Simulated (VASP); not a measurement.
# Cu (Pm-3m) in VASP: single point with r2SCAN

Aim: the single point of Cu with r2SCAN.

Everything below comes from runs of VASP 6.6.1. Logs are shortened: lines on timing, memory, paths and dates and some standing lists are left out, and cuts for length are marked.

### Step 1. The cell of the first run

It takes space group Pm-3m (No. 221, cubic). The conventional cell has a = 2.369 Å, b = 2.369 Å, c = 2.369 Å, α = 90.00°, β = 90.00°, γ = 90.00°. Cu (site symmetry m-3m) has 6 Cu at 2.37 Å within 3.1 Å.

This isn't the form of Cu at room conditions, which is fcc.

### Step 2. Single point, r2SCAN (13.30 Å³/atom)

Input file POSCAR:

```
Cu
1.0
    2.3690857482      0.0000000000      0.0000000000
    0.0000000000      2.3690857482      0.0000000000
    0.0000000000      0.0000000000      2.3690857482
Cu
1
Direct
    0.0000000000      0.0000000000      0.0000000000
```

Input file INCAR.step1:

```
PREC     = Accurate       # precision mode
ENCUT    = 900            # plane-wave cutoff, eV
ISMEAR   = -1             # smearing method
SIGMA    = 0.1            # smearing width, eV
LREAL    = False          # projectors in reciprocal space
LASPH    = True           # aspherical terms in the spheres
NELM     = 120            # most SCF steps
NBANDS   = 16             # bands
GGA      = PE             # functional
ALGO     = Normal         # electronic algorithm
EDIFF    = 1E-5           # SCF threshold, eV
LWAVE    = True           # write WAVECAR
LCHARG   = False          # write CHGCAR
GGA_COMPAT= False
```

Input file INCAR.step2:

```
PREC     = Accurate       # precision mode
ENCUT    = 900            # plane-wave cutoff, eV
EDIFF    = 1E-6           # SCF threshold, eV
ISMEAR   = -1             # smearing method
SIGMA    = 0.1            # smearing width, eV
LREAL    = False          # projectors in reciprocal space
LASPH    = True           # aspherical terms in the spheres
NELM     = 120            # most SCF steps
ALGO     = Normal         # electronic algorithm
ISIF     = 2              # what is computed and relaxed
LWAVE    = False          # write WAVECAR
LCHARG   = False          # write CHGCAR
METAGGA  = R2SCAN         # meta-GGA
LMIXTAU  = True         
NBANDS   = 16             # bands
ISTART   = 1            
GGA_COMPAT= False
```

Input file KPOINTS:

```
Automatic mesh
0
Gamma
  15 15 15
```

Potentials or basis: VASP PAW PBE potentials, release 64 (Cu_sv_GW).

The run is started by

```
$ cat potpaw_PBE.64/Cu_sv_GW/POTCAR > POTCAR
$ cp INCAR.step1 INCAR
$ mpirun -np 1 vasp_std > vasp.out
$ cp INCAR.step2 INCAR
$ mpirun -np 1 vasp_std > vasp.out
```

OUTCAR:

```text
PREC = Accurate
   ENCUT = 900
   EDIFF = 1E-6
   ISMEAR = -1
   LREAL = False
   LASPH = True
   NELM = 120
   ISIF = 2
   METAGGA = R2SCAN
   ISTART = 1

 ion  position               nearest neighbor table
   1  0.000  0.000  0.000-

  LATTYP: Found a simple cubic cell.
 ALAT       =     2.3690857482

  Lattice vectors:

 A1 = (   2.3690857482,   0.0000000000,   0.0000000000)
 A2 = (   0.0000000000,   2.3690857482,   0.0000000000)
 A3 = (   0.0000000000,   0.0000000000,   2.3690857482)

Analysis of symmetry for initial positions (statically):
=====================================================================
 Subroutine PRICEL returns:
 Original cell was already a primitive cell.

 Routine SETGRP: Setting up the symmetry group for a
 simple cubic supercell.

 Subroutine GETGRP returns: Found 48 space group operations
 (whereof 48 operations were pure point group operations)
 out of a pool of 48 trial point group operations.

The static configuration has the point symmetry O_h .

Analysis of symmetry for dynamics (positions and initial velocities):
=====================================================================
 Subroutine PRICEL returns:
 Original cell was already a primitive cell.

 Routine SETGRP: Setting up the symmetry group for a
 simple cubic supercell.

 Subroutine GETGRP returns: Found 48 space group operations
 (whereof 48 operations were pure point group operations)
 out of a pool of 48 trial point group operations.

The dynamic configuration has the point symmetry O_h .

 Subroutine INISYM returns: Found 48 space group operations
 (whereof 48 operations are pure point group operations),
 and found     1 'primitive' translations

----------------------------------------------------------------------------------------

                                     Primitive cell

  volume of cell :      13.2967

  direct lattice vectors                    reciprocal lattice vectors
     2.369085748  0.000000000  0.000000000     0.422103759  0.000000000  0.000000000
     0.000000000  2.369085748  0.000000000     0.000000000  0.422103759  0.000000000
     0.000000000  0.000000000  2.369085748     0.000000000  0.000000000  0.422103759

  length of vectors
     2.369085748  2.369085748  2.369085748     0.422103759  0.422103759  0.422103759

  position of ions in fractional coordinates (direct lattice)
     0.000000000  0.000000000  0.000000000

  ion indices of the primitive-cell ions
   primitive index   ion index
                 1           1

----------------------------------------------------------------------------------------

 KPOINTS: Automatic mesh

Automatic generation of k-mesh.
 Grid dimensions read from file:
 generate k-points for:   15   15   15

 Generating k-lattice:

  Cartesian coordinates                     Fractional coordinates (reciprocal lattice)
     0.028140251  0.000000000  0.000000000     0.066666667  0.000000000  0.000000000
     0.000000000  0.028140251  0.000000000     0.000000000  0.066666667  0.000000000
     0.000000000  0.000000000  0.028140251     0.000000000  0.000000000  0.066666667

  Length of vectors
     0.028140251  0.028140251  0.028140251

  Shift w.r.t. Gamma in fractional coordinates (k-lattice)
     0.000000000  0.000000000  0.000000000

 Subroutine IBZKPT returns following result:
 ===========================================

 Found    120 irreducible k-points:

 Following reciprocal coordinates:
            Coordinates               Weight
  0.000000  0.000000  0.000000      1.000000
  0.066667  0.000000  0.000000      6.000000
  0.133333  0.000000  0.000000      6.000000
  0.200000  0.000000  0.000000      6.000000
  0.266667  0.000000  0.000000      6.000000
  0.333333  0.000000  0.000000      6.000000
[... 16 lines left out ...]
  0.266667  0.200000  0.000000     24.000000
  0.333333  0.200000  0.000000     24.000000
 [... further k-points ...]
   k-points           NKPTS =    120   k-points in BZ     NKDIM =    120   number of bands    NBANDS=     16
   number of dos      NEDOS =    301   number of ions     NIONS =      1
   total plane-waves  NPLWV =  13824
   dimension x,y,z NGX =    24 NGY =   24 NGZ =   24
   dimension x,y,z NGXF=    48 NGYF=   48 NGZF=   48
   ions per type =               1
   NGX,Y,Z   is equivalent  to a cutoff of  16.84, 16.84, 16.84 a.u.
   NGXF,Y,Z  is equivalent  to a cutoff of  33.68, 33.68, 33.68 a.u.
 SYSTEM =  unknown system
   PREC   = accura    normal or accurate (medium, high low for compatibility)
   ISTART =      1    job   : 0-new  1-cont  2-samecut
   ICHARG =      0    charge: 1-file 2-atom 10-const
   ISPIN  =      1    spin polarized calculation?
   LNONCOLLINEAR =      F non collinear calculations
   LSORBIT =      F    spin-orbit coupling
   LASPH  =      T    aspherical Exc in radial PAW
   ENCUT  =  900.0 eV  66.15 Ry    8.13 a.u.   5.80  5.80  5.80*2*pi/ulx,y,z
   NELM   =    120;   NELMIN=  2; NELMDL=  0     # of ELM steps
   EDIFF  = 0.1E-05   stopping-criterion for ELM
   LREAL  =      F    real-space projection
   EDIFFG = 0.1E-04   stopping-criterion for IOM
   NSW    =      0    number of steps for IOM
   IBRION =     -1    ionic relax: 0-MD 1-quasi-New 2-CG
   NFREE  =      0    steps in history (QN), initial steepest desc. (CG)
   ISIF   =      2    stress and relaxation
   ISYM   =      2    0-nonsym 1-usesym 2-fastsym
   POTIM  = 0.5000    time-step for ionic-motion
   TEBEG  =    0.0;   TEEND  =   0.0 temperature during run
   PSTRESS=    0.0 pullay stress
   NELECT =      19.0000    total number of electrons
   NUPDOWN=      -1.0000    fix difference up-down
   EMIN   =  10.00;   EMAX   =-10.00  energy-range for DOS
   EFERMI =   0.00;   METHOD = LEGACY
   ISMEAR =    -1;   SIGMA  =   0.10  broadening in eV -4-tet -1-fermi 0-gaus
   EFERMI_NEDOS =   21; number of points for ismear=-14 and -15
   IALGO  =     38    algorithm
   IMIX   =      4    mixing-type and parameters
     AMIX     =   0.40;   BMIX     =  1.00
     AMIX_MAG =   1.60;   BMIX_MAG =  1.00
  volume/ion in A,a.u.               =      13.30        89.73
  Fermi-wavevector in a.u.,A,eV,Ry     =   1.843933  3.484529 46.261042  3.400091
  Thomas-Fermi vector in A             =   2.895520
   LORBIT       =      0    0 simple, 1 ext, 2 COOP (PROOUT), +10 PAW based schemes
   METAGGA = R2SCAN    functional components
   LHFCALC =     F    Hartree Fock is set to
   AEXX    =    0.0000 exact exchange contribution
   IVDW    =     0    specifies the selected vdW correction
   LEPSILON=     F    determine dielectric tensor
   LRPA    =     F    only Hartree local field effects (RPA)
 non-spin polarized calculation
  energy-cutoff  :      900.00
  volume of cell :       13.30
 maximum number of plane-waves:       840
 NGX is ok and might be reduce to    24
   NGX = 11   NGY = 11   NGZ = 11

 number of electron      18.9999998 magnetization

 Free energy of the ion-electron system (eV)
  ---------------------------------------------------
  ext. energy  EPLUGINS =         0.00000000
  ---------------------------------------------------
  free energy    TOTEN  =       -10.39837972 eV

  energy without entropy =      -10.39114752  energy(sigma->0) =      -10.39476362

 E-fermi :   5.8596     XC(G=0): -13.4234

 val. band max:        5.8020977100   @ k =   0.3333   0.3333   0.1333
 cond. band min:       6.0990948659   @ k =   0.4000   0.2000   0.2000
 fundamental gap:      0.2969971559
 Fermi energy:         5.8595854152

 k-point     1 :       0.0000    0.0000    0.0000
  band No.  band energies     occupation
      1    -110.2261      2.00000
      2     -65.9959      2.00000
      3     -65.9959      2.00000
      4     -65.9959      2.00000
      5      -2.6540      2.00000
      6       1.7998      2.00000
[... 8 lines left out ...]
     15      28.1515      0.00000
     16      32.6620      0.00000

 k-point     2 :       0.0667    0.0000    0.0000
  band No.  band energies     occupation
      1    -110.2255      2.00000
      2     -66.0019      2.00000
      3     -65.9955      2.00000
      4     -65.9955      2.00000
      5      -2.5248      2.00000
      6       1.8148      2.00000
[... 8 lines left out ...]
     15      29.5026      0.00000
     16      33.4063      0.00000

 k-point     3 :       0.1333    0.0000    0.0000
  band No.  band energies     occupation
      1    -110.2239      2.00000
      2     -66.0187      2.00000
      3     -65.9942      2.00000
      4     -65.9942      2.00000
      5      -2.1433      2.00000
      6       1.8573      2.00000
[... 8 lines left out ...]
     15      30.6095      0.00000
     16      35.9082      0.00000

 k-point     4 :       0.2000    0.0000    0.0000
  band No.  band energies     occupation
      1    -110.2214      2.00000
      2     -66.0434      2.00000
      3     -65.9922      2.00000
      4     -65.9922      2.00000
      5      -1.5307      2.00000
      6       1.9206      2.00000
[... 8 lines left out ...]
     15      31.1180      0.00000
     16      39.4350      0.00000

 k-point     5 :       0.2667    0.0000    0.0000
  band No.  band energies     occupation
      1    -110.2186      2.00000
      2     -66.0717      2.00000
      3     -65.9900      2.00000
      4     -65.9900      2.00000
      5      -0.7334      2.00000
      6       1.9939      2.00000
[... 8 lines left out ...]
     15      31.4946      0.00000
     16      38.9024      0.00000

 k-point     6 :       0.3333    0.0000    0.0000
  band No.  band energies     occupation
      1    -110.2159      2.00000
      2     -66.0988      2.00000
      3     -65.9878      2.00000
      4     -65.9878      2.00000
      5       0.1475      2.00000
      6       2.0649      2.00000
[... 8 lines left out ...]
     15      31.8401      0.00000
     16      37.0121      0.00000
[... 267 lines left out ...]
 k-point    21 :       0.4667    0.1333    0.0000
  band No.  band energies     occupation
      1    -110.2103      2.00000
      2     -66.1289      2.00000
      3     -66.0074      2.00000
      4     -65.9835      2.00000
      5       1.6841      2.00000
      6       2.3675      2.00000
[... 8 lines left out ...]
     15      32.0541      0.00000
     16      35.2497      0.00000

 k-point    22 :       0.2000    0.2000    0.0000
  band No.  band energies     occupation
      1    -110.2167      2.00000
      2     -66.0401      2.00000
      3     -66.0383      2.00000
      4     -65.9885      2.00000
      5      -0.4704      2.00000
      6       2.1712      2.00000
[... 8 lines left out ...]
     15      33.9638      0.00000
     16      38.4438      0.00000

 k-point    23 :       0.2667    0.2000    0.0000
  band No.  band energies     occupation
      1    -110.2138      2.00000
      2     -66.0673      2.00000
      3     -66.0367      2.00000
      4     -65.9863      2.00000
      5       0.2429      2.00000
      6       2.2601      2.00000
[... 8 lines left out ...]
     15      31.5323      0.00000
     16      39.7706      0.00000

 k-point    24 :       0.3333    0.2000    0.0000
  band No.  band energies     occupation
      1    -110.2111      2.00000
      2     -66.0941      2.00000
      3     -66.0343      2.00000
      4     -65.9841      2.00000
      5       0.9747      2.00000
      6       2.3265      2.00000
[... 8 lines left out ...]
     15      31.4817      0.00000
     16      39.0549      0.00000

 [... further k-points ...]
[... 5 lines left out ...]
  --------------------------------------------------------------------------------------
  -------------------------------------------------------------------------------------
  Total       -0.0395383     -0.0395383     -0.0395383      0.0000000     -0.0000000      0.0000000
  in kB       -4.7641530     -4.7641530     -4.7641530      0.0000000     -0.0000000      0.0000000
  external PRESSURE =      -4.7641530 kB  Pullay stress =       0.0000000 kB

 VOLUME and BASIS-vectors are now :
 -----------------------------------------------------------------------------
  energy-cutoff  :      900.00
  volume of cell :       13.30
      direct lattice vectors                 reciprocal lattice vectors
     2.369085748  0.000000000  0.000000000     0.422103759  0.000000000  0.000000000
     0.000000000  2.369085748  0.000000000     0.000000000  0.422103759  0.000000000
     0.000000000  0.000000000  2.369085748     0.000000000  0.000000000  0.422103759

 POSITION                                       TOTAL-FORCE (eV/Angst)
 -----------------------------------------------------------------------------------
      0.00000      0.00000      0.00000         0.000000      0.000000      0.000000
 -----------------------------------------------------------------------------------
    total drift:                                0.000000      0.000000      0.000000

  FREE ENERGIE OF THE ION-ELECTRON SYSTEM (eV)
  ---------------------------------------------------
  free  energy   TOTEN  =       -10.3983797166 eV

  energy  without entropy=      -10.3911475191  energy(sigma->0) =      -10.39476362
```

It took 1.7 min on 1 thread of AMD EPYC 9R45 (Zen 5), shared host; peak memory 0.17 GiB.

Results:

```yaml
Free_energy: -10.3984 eV
Pressure: -0.5 GPa
Band_gap_on_the_k_mesh: zero (an odd number of electrons rules out a gap without spin polarisation)
```

Levels at points of the mesh, in eV from the Fermi level:
| k point | band 7 | band 8 | band 9 | band 10 | band 11 | band 12 | band 13 | band 14 |
| --- | --- | --- | --- | --- | --- | --- | --- | --- |
| (0.00, 0.00, 0.00) | -4.06 | -1.37 | -1.37 | -1.37 | 18.85 | 18.85 | 18.85 | 22.29 |

Caveat: the PAW data sets were made with another functional, which shifts forces and pressure a little.

The gap in the log of VASP goes by the Fermi energy; the results here count the filled bands.